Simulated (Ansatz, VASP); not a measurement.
**One calculation of SiO2, two programs**

Contents of POSCAR:

```
SiO2
1.0
    0.0000000000      3.6632475126      3.6632475126
    3.6632475126      0.0000000000      3.6632475126
    3.6632475126      3.6632475126      0.0000000000
Si O
2 4
Direct
    0.5000000000      0.5000000000      0.5000000000
    0.7500000000      0.7500000000      0.7500000000
    0.6250000000      0.6250000000      0.6250000000
    0.1250000000      0.6250000000      0.6250000000
    0.6250000000      0.6250000000      0.1250000000
    0.6250000000      0.1250000000      0.6250000000
```

Contents of INCAR.step1:

```
PREC = Accurate
ENCUT = 520
ISMEAR = 0
SIGMA = 0.02
LREAL = False
LASPH = True
NELM = 100
NBANDS = 25
GGA = PE
ALGO = Normal
EDIFF = 1E-4
LWAVE = True
LCHARG = False
```

INCAR.step2

```
PREC = Accurate
ENCUT = 520
EDIFF = 1E-6
ISMEAR = 0
SIGMA = 0.02
LREAL = False
LASPH = True
NELM = 100
ALGO = Normal
ISIF = 2
LWAVE = False
LCHARG = False
METAGGA = R2SCAN
LMIXTAU = True
NBANDS = 25
ISTART = 1
```

KPOINTS

```
Automatic mesh
0
Gamma
  6 6 6
```

Input for Ansatz:

```yaml
crystal:
  lattice:
    - [0.0, 3.6632475126, 3.6632475126]
    - [3.6632475126, 0.0, 3.6632475126]
    - [3.6632475126, 3.6632475126, 0.0]
  atoms:
    - { symbol: Si, position: [0.5, 0.5, 0.5] }
    - { symbol: Si, position: [0.75, 0.75, 0.75] }
    - { symbol: O, position: [0.625, 0.625, 0.625] }
    - { symbol: O, position: [0.125, 0.625, 0.625] }
    - { symbol: O, position: [0.625, 0.625, 0.125] }
    - { symbol: O, position: [0.625, 0.125, 0.625] }
basis:
  ecutwfc: 500
kpoints:
  mp_grid: { grid: [6, 6, 6] }
hamiltonian:
  xc: r2scan
scf:
  occupations: { method: gaussian, width: 0.02 }
output:
  forces: true
  stress: true
  eigenvalues: true
```

Alike in both runs: task single point; functional r2SCAN; k mesh 6 × 6 × 6; occupations gaussian, width 0.02 eV; no spin polarisation.

|  | VASP | Ansatz |
| --- | --- | --- |
| version | VASP 6.6.1 | Ansatz 0.2.0 |
| potentials or method | VASP PAW PBE potentials, release 64 (Si, O), cutoff 520 eV | scalar-relativistic, plane waves, PAW |
| valence electrons in the cell | 32 | 32 |

```csv
,VASP,Ansatz,Ansatz less VASP
gap on the k mesh at the Fermi level (eV),6.10,6.11,+0.011
least direct gap on the mesh (eV),6.10,6.12,+0.011
pressure (GPa),5.2,5.1,-0.11
```

VASP's potentials were made for PBE, not for r2SCAN.
